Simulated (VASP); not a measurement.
Input of a VASP 6.6.1 run:

File INCAR:

```
PREC     = Normal         # precision mode
ENCUT    = 350            # plane-wave cutoff, eV
EDIFF    = 1E-5           # SCF threshold, eV
ISMEAR   = -1             # smearing method
SIGMA    = 0.05           # smearing width, eV
LREAL    = F              # projectors in reciprocal space
LASPH    = T              # aspherical terms in the spheres
NELM     = 120            # most SCF steps
ALGO     = Normal         # electronic algorithm
ISIF     = 2              # what is computed and relaxed
LWAVE    = F              # write WAVECAR
LCHARG   = T              # write CHGCAR
GGA      = PE             # functional
IVDW     = 12             # dispersion correction
NBANDS   = 42             # bands
IBRION   = 0              # ionic algorithm
NSW      = 40             # ionic steps
POTIM    = 3.0            # step
TEBEG    = 450.0        
TEEND    = 450.0        
ISYM     = 0            
NELMIN   = 4            
RANDOM_SEED= 79959 0 0    
MDALGO   = 2            
SMASS    = 0            
GGA_COMPAT= F            
MAXMIX   = 40
```

Contents of KPOINTS:

```
Automatic mesh
0
Gamma
  3 3 3
```

Contents of POSCAR:

```
Al
1.0
    4.2326986885      2.4437497271     -4.8830190557
   -0.0000000001     -4.8874994543     -4.8830190557
   -4.2326986884      2.4437497272     -4.8830190557
Al
18
Direct
    0.9722222222      0.3055555556      0.9722222222
    0.9722222222      0.9722222222      0.3055555556
    0.3055555556      0.3055555556      0.6388888889
    0.6388888889      0.3055555556      0.3055555556
    0.3055555556      0.9722222222      0.9722222222
    0.9722222222      0.6388888889      0.6388888889
    0.3055555556      0.6388888889      0.3055555556
    0.6388888889      0.9722222222      0.6388888889
    0.6388888889      0.6388888889      0.9722222222
    0.0277777778      0.3611111111      0.3611111111
    0.0277777778      0.0277777778      0.6944444444
    0.3611111111      0.3611111111      0.0277777778
    0.6944444444      0.3611111111      0.6944444444
    0.3611111111      0.0277777778      0.3611111111
    0.0277777778      0.6944444444      0.0277777778
    0.3611111111      0.6944444444      0.6944444444
    0.6944444444      0.0277777778      0.0277777778
    0.6944444444      0.6944444444      0.3611111111
```

Potentials or basis: VASP PAW PBE potentials, release 64 (Al).

Launch:

```bash
$ cat potpaw_PBE.64/Al/POTCAR > POTCAR
$ mpirun -np 1 vasp_std > vasp.out
```

Task: Predict the dispersion energy per atom.

Result: -0.330 eV.

The path:
```csv
step,potential energy change (eV),largest force (eV/Å),pressure (GPa),volume (Å³),temperature (K)
1,0.0000,0.0073,-3.61,303.05,450
2,0.0159,0.2140,-3.59,303.05,443
3,0.0616,0.4132,-3.51,303.05,422
4,0.1335,0.6000,-3.39,303.05,390
5,0.2259,0.7731,-3.23,303.05,350
6,0.3322,0.9309,-3.04,303.05,306
7,0.4450,1.0710,-2.84,303.05,260
8,0.5564,1.1890,-2.65,303.05,216
9,0.6590,1.2819,-2.46,303.05,178
10,0.7462,1.3464,-2.30,303.05,147
11,0.8126,1.3800,-2.17,303.05,127
12,0.8550,1.3808,-2.08,303.05,119
13,0.8720,1.3483,-2.03,303.05,124
14,0.8649,1.2830,-2.02,303.05,144
15,0.8371,1.1870,-2.05,303.05,180
16,0.7950,1.0632,-2.09,303.05,231
17,0.7469,0.9669,-2.15,303.05,298
18,0.7033,0.9528,-2.20,303.05,378
19,0.6761,0.9204,-2.23,303.05,467
20,0.6786,0.8673,-2.21,303.05,558
21,0.7240,0.7981,-2.13,303.05,642
22,0.8242,0.9246,-1.96,303.05,707
23,0.9872,1.1581,-1.69,303.05,742
24,1.2152,1.3875,-1.32,303.05,738
25,1.5016,1.7758,-0.86,303.05,693
26,1.8289,2.3590,-0.34,303.05,614
27,2.1657,2.9808,0.17,303.05,516
28,2.4674,3.5733,0.61,303.05,424
29,2.6806,4.0367,0.91,303.05,364
30,2.7562,4.2660,1.02,303.05,366
31,2.6682,4.1898,0.89,303.05,446
32,2.4297,3.8054,0.56,303.05,606
33,2.0954,3.1860,0.08,303.05,820
34,1.7451,2.4569,-0.44,303.05,1042
35,1.4559,1.7529,-0.89,303.05,1214
36,1.2773,1.2537,-1.19,303.05,1289
37,1.2218,1.3213,-1.30,303.05,1250
38,1.2708,1.4038,-1.25,303.05,1118
39,1.3874,1.5168,-1.09,303.05,932
40,1.5297,1.6583,-0.87,303.05,737
```

Caveat: the cell differs from its parent crystal (dynamics (nvt nose hoover) at 450 K, volume x 1.01, from the last frame before).
